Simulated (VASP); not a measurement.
Wanted: the native input for a VASP 6.6.1 run.

```
Task                   : single point
Functional             : LDA
Potentials or basis    : VASP PAW LDA potentials, release 64 (Zr_sv, B)
Cutoff                 : 520 eV
k mesh                 : 16 × 16 × 16
Occupations            : gaussian, width 0.15 eV
Spin                   : no spin polarisation
Dipole correction      : no
Further INCAR settings : ALGO = Normal; EDIFF = 1e-07; NBANDS = 14
```

The structure of ZrB lies in POSCAR:

```
ZrB
1.0
    0.0000000000      2.4153850465      2.4153850465
    2.5281835282      0.0000000000      2.4153850465
    2.5281835282      2.4153850465      0.0000000000
Zr B
1 1
Direct
    0.0000000000      0.0000000000      0.0000000000
    0.5000000000      0.5000000000      0.5000000000
```

This cell differs from its parent crystal: normal strain along x +0.0467, normal strain along z +0.0000.

One way to write it, as run:

INCAR

```
PREC     = Accurate       # precision mode
ENCUT    = 520            # plane-wave cutoff, eV
EDIFF    = 1E-7           # SCF threshold, eV
ISMEAR   = 0              # smearing method
SIGMA    = 0.15           # smearing width, eV
LREAL    = F              # projectors in reciprocal space
LASPH    = T              # aspherical terms in the spheres
NELM     = 80             # most SCF steps
ALGO     = Normal         # electronic algorithm
ISIF     = 2              # what is computed and relaxed
LWAVE    = F              # write WAVECAR
LCHARG   = F              # write CHGCAR
NBANDS   = 14             # bands
```

KPOINTS

```
Automatic mesh
0
Gamma
  16 16 16
```

Potentials or basis: VASP PAW LDA potentials, release 64 (Zr_sv, B).

The run is started by

```bash
$ cat potpaw_LDA.64/Zr_sv/POTCAR potpaw_LDA.64/B/POTCAR > POTCAR
$ mpirun -np 1 vasp_std > vasp.out
```

It gave:

```
Pressure : -6.5 GPa
```

Caveat: the cell differs from its parent crystal (normal strain along x +0.0467, normal strain along z +0.0000).

Run time: 3.7 min on 1 thread of AMD EPYC 7R43 64-Core Processor (Zen 3), with other jobs on the host, peak memory 0.22 GiB.
